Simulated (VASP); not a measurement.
Set up this calculation in VASP 6.6.1, as the native input.

```
Task                   : single point
Functional             : r2SCAN
Potentials or basis    : VASP PAW PBE potentials, release 64 (Co)
Cutoff                 : 520 eV
k mesh                 : 9 × 9 × 9
Occupations            : gaussian, width 0.1 eV
Spin                   : collinear spin, ferromagnetic start
Starting moments       : [3.0, 3.0] μB
Dipole correction      : no
Further INCAR settings : ALGO = Normal; EDIFF = 1e-06; NBANDS = 20
```

Co:

```
Co
1.0
     1.52235    0.87893    2.82301
    -1.52235    0.87893    2.82301
     0.00000   -1.75786    2.82301
Co
2
Direct
  0.22754 0.22754 0.22754
  0.77246 0.77246 0.77246
```

One way to write it, as run:

POSCAR

```
Co
1.0
    1.5223486649      0.8789284115      2.8230130800
   -1.5223486649      0.8789284115      2.8230130800
    0.0000000000     -1.7578568230      2.8230130800
Co
2
Direct
    0.2275400000      0.2275400000      0.2275400000
    0.7724600000      0.7724600000      0.7724600000
```

INCAR.step1

```
SYSTEM = Co
PREC = Accurate ; ENCUT = 520
ISMEAR = 0 ; SIGMA = 0.1
LREAL = .FALSE. ; LASPH = .TRUE.
NELM = 150 ; ISPIN = 2
MAGMOM = 3 3 ; LMAXMIX = 4
NBANDS = 20 ; GGA = PE
ALGO = Normal ; EDIFF = 1E-4
LWAVE = .TRUE. ; LCHARG = .FALSE.
```

INCAR.step2

```
SYSTEM = Co
PREC = Accurate ; ENCUT = 520
EDIFF = 1E-6 ; ISMEAR = 0
SIGMA = 0.1 ; LREAL = .FALSE.
LASPH = .TRUE. ; NELM = 150
ALGO = Normal ; ISIF = 2
LWAVE = .FALSE. ; LCHARG = .FALSE.
ISPIN = 2 ; MAGMOM = 3 3
LORBIT = 11 ; LMAXMIX = 4
METAGGA = R2SCAN ; LMIXTAU = .TRUE.
NBANDS = 20 ; ISTART = 1
```

KPOINTS

```
Automatic mesh
0
G
  9 9 9
  0 0 0
```

Potentials or basis: VASP PAW PBE potentials, release 64 (Co).

Launch:

```console
$ cat potpaw_PBE.64/Co/POTCAR > POTCAR
$ cp INCAR.step1 INCAR
$ mpirun -np 1 vasp_std > vasp.out
$ cp INCAR.step2 INCAR
$ mpirun -np 1 vasp_std > vasp.out
```

Results of the run:

| Item | Value |
| --- | --- |
| Pressure | 33.8 GPa |
| Largest force | 3.825 eV/Å |
| Net moment | 3.75 μB per cell |
| Site moments | Co +1.87 μB |
| Valence electrons inside the program's atomic spheres | Co 8.54 |

Caveat: the PAW data sets were made with another functional, which shifts forces and pressure a little.

It took 6.6 min on 1 thread of Intel(R) Xeon(R) Platinum 8259CL CPU @ 2.50GHz (Skylake/Cascade Lake), with other jobs on the host, peak memory 0.22 GiB.
